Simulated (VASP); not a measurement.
WBr2F2, 5 atoms in the cell. Symmetry: P-6m2, No. 187, hexagonal system. The conventional cell has a = 4.384 Å, b = 4.384 Å, c = 5.245 Å, α = 90.00°, β = 90.00°, γ = 120.00°. W (site symmetry -6m2) has 5 Br at 2.53 to 2.62 Å and 6 F at 2.77 Å within 3.3 Å. Within 3.5 Å of Br (site symmetry -6m2) lie 2 W at 2.62 Å and 6 F at 2.94 Å. Within 3.3 Å of Br (site symmetry -6m2) lie 3 W at 2.53 Å and 6 F at 2.77 Å. F (site symmetry 3m) has 2 F at 2.26 to 2.98 Å and 3 W at 2.77 Å and 6 Br at 2.77 to 2.94 Å within 3.0 Å. The cell was generated, and may not be a known phase.

| Item | Value |
| --- | --- |
| Program | VASP 6.6.1 |
| Task | single point |
| Functional | PBE |
| Potentials or basis | VASP PAW PBE potentials, release 64 (W_sv, Br, F) |
| Cutoff | 520 eV |
| k mesh | 6 × 6 × 4 |
| Occupations | gaussian, width 0.1 eV |
| Spin | collinear spin |
| Starting moments | [1.4, 0.0, 0.0, 0.0, 0.0] μB |
| Dipole correction | no |
| Further INCAR settings | ALGO = Normal; EDIFF = 1e-07; NBANDS = 33 |

Potentials or basis: VASP PAW PBE potentials, release 64 (W_sv, Br, F).

Run with:

```bash
$ cat potpaw_PBE.64/W_sv/POTCAR potpaw_PBE.64/Br/POTCAR potpaw_PBE.64/F/POTCAR > POTCAR
$ mpirun -np 1 vasp_std > vasp.out
```

Hardware: 1 thread of Intel(R) Xeon(R) Platinum 8375C CPU @ 2.90GHz (Ice Lake), with other jobs on the host.

Task: How long does it take, and how much memory?

Result: Run time: 3.4 min on 1 thread of Intel(R) Xeon(R) Platinum 8375C CPU @ 2.90GHz (Ice Lake) (shared host), peak memory 0.3 GiB. Counts: scf iterations 18, k points 21.
